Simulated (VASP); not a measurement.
NiO2, 3 atoms in the cell. Symmetry: P-3m1, No. 164, trigonal system. The conventional cell has a = 2.730 Å, b = 2.730 Å, c = 5.170 Å, α = 90.00°, β = 90.00°, γ = 120.00°. Ni (site symmetry -3m) has 6 O at 1.96 Å within 2.6 Å. Within 2.6 Å of O (site symmetry 3m) lie 3 Ni at 1.96 Å.  This cell differs from its parent crystal: c/a of the conventional cell at fixed volume 1.8933.

* Program: VASP 6.6.1
* Task: single point
* Functional: PBEsol
* Potentials or basis: VASP PAW PBE potentials, release 64 (Ni, O)
* Cutoff: 520 eV
* k mesh: 12 × 12 × 6
* Occupations: gaussian, width 0.05 eV
* Spin: no spin polarisation
* Dipole correction: no
* Further INCAR settings: ALGO = Normal; EDIFF = 1e-07; NBANDS = 18

Potentials or basis: VASP PAW PBE potentials, release 64 (Ni, O).

Launch:

```console
$ cat potpaw_PBE.64/Ni/POTCAR potpaw_PBE.64/O/POTCAR > POTCAR
$ mpirun -np 1 vasp_std > vasp.out
```

Hardware: 1 thread of AMD EPYC 7R13, with other jobs on the host.

Question: Estimate the wall time of this run.

Answer: Run time: 2.2 min on 1 thread of AMD EPYC 7R13 (shared host), peak memory 0.15 GiB. Counts: scf iterations 17, k points 100.
